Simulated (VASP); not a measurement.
A run of VASP 6.6.1:

Contents of INCAR:

```
SYSTEM = Ca2H3
PREC = Accurate ; ENCUT = 520
EDIFF = 1E-6 ; ISMEAR = 0
SIGMA = 0.1 ; LREAL = .False.
LASPH = .True. ; NELM = 80
ALGO = Normal ; ISIF = 2
LWAVE = .False. ; LCHARG = .False.
GGA = PE ; NBANDS = 20
```

KPOINTS

```
Automatic mesh
0
Gamma
  12 12 6
  0 0 0
```

File POSCAR:

```
Ca2H3
1.0
    3.7780845490      0.0000000000      0.0000000000
   -1.8890422745      3.2719171971      0.0000000000
    0.0000000000      0.0000000000      5.8640888084
Ca H
2 3
Direct
    0.3333333333      0.6666666667      0.2586635922
    0.6666666667      0.3333333333      0.7413364078
    0.0000000000      0.0000000000      0.0000000000
    0.3333333333      0.6666666667      0.6541199198
    0.6666666667      0.3333333333      0.3458800802
```

Potentials or basis: VASP PAW PBE potentials, release 64 (Ca_sv, H).

Run with:

```sh
$ cat potpaw_PBE.64/Ca_sv/POTCAR potpaw_PBE.64/H/POTCAR > POTCAR
$ mpirun -np 1 vasp_std > vasp.out
```

Hardware: 1 thread of AMD EPYC 9R45 96-Core Processor (Zen 5) (shared host).

Estimate the wall time of this run.

Run time: 76 s on 1 thread of AMD EPYC 9R45 96-Core Processor (Zen 5) (shared host), peak memory 0.24 GiB. Counts: scf iterations 13, k points 100.
